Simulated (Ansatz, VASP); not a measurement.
# Two plane-wave programs on Sb2As2C

Contents of INCAR:

```
PREC = Accurate
ENCUT = 520
EDIFF = 1E-7
ISMEAR = 0
SIGMA = 0.1
LREAL = F
LASPH = T
NELM = 80
ALGO = Normal
ISIF = 2
LWAVE = F
LCHARG = F
GGA = PE
NBANDS = 20
```

File KPOINTS:

```
Automatic mesh
0
Gamma
  6 6 2
```

Contents of POSCAR:

```
Sb2As2C
1.0
    4.3833176000      0.0000000000      0.0000000000
   -2.1916588000      3.7960644000      0.0000000000
    0.0000000000      0.0000000000      7.5597694800
Sb As C
2 2 1
Direct
    0.6666666700      0.3333333300      0.3713161600
    0.3333333300      0.6666666700      0.6286838400
    0.6666666700      0.3333333300      0.7278960900
    0.3333333300      0.6666666700      0.2721039100
    0.0000000000      0.0000000000      0.0000000000
```

Input for Ansatz:

```yaml
crystal:
  lattice:
    - [4.3833176, 0.0, 0.0]
    - [-2.1916588, 3.7960644, 0.0]
    - [0.0, 0.0, 7.55976948]
  atoms:
    - { symbol: Sb, position: [0.66666667, 0.33333333, 0.37131616] }
    - { symbol: Sb, position: [0.33333333, 0.66666667, 0.62868384] }
    - { symbol: As, position: [0.66666667, 0.33333333, 0.72789609] }
    - { symbol: As, position: [0.33333333, 0.66666667, 0.27210391] }
    - { symbol: C, position: [0.0, 0.0, 0.0] }
basis:
  ecutwfc: 420
kpoints:
  mp_grid: { grid: [6, 6, 2] }
hamiltonian:
  xc: pbe
scf:
  occupations: { method: gaussian, width: 0.1 }
  lower_state_search: "off"
output:
  forces: true
  stress: true
  eigenvalues: true
```

Change from the starting cell: species swapped into the SrZn2As2 type (P-3m1, No. 164).

Alike in both runs: task single point; functional PBE; k mesh 6 × 6 × 2; occupations gaussian, width 0.1 eV; no spin polarisation.

|  | VASP | Ansatz |
| --- | --- | --- |
| version | VASP 6.6.1 | Ansatz 0.2.0 |
| potentials or method | VASP PAW PBE potentials, release 64 (Sb, As, C), cutoff 520 eV | scalar-relativistic, plane waves, PAW |
| valence electrons in the cell | 24 | 64 |

```tsv
	VASP	Ansatz	Ansatz less VASP
gap on the k mesh at the Fermi level (eV)	none	none	-
pressure (GPa)	8.9	8.7	-0.19
traceless stress, the component that is largest in VASP (GPa)	-5.32	-5.34	-0.022
rms of the force components (eV/Å)	1.006	0.989	-0.0176
```

Atom by atom the forces differ by 0.019 eV/Å (rms over components). A gap of «none» marks a metal or a gap that the smearing closes. With one functional, cell and mesh, what is left measures potentials, basis and numerics. VASP's potentials hold 24 valence electrons a cell and Ansatz's 64, so a difference there can come from the potentials and not from the codes.

The k mesh is coarse, so the values compare programs but aren't converged. Spin-orbit coupling is off throughout.
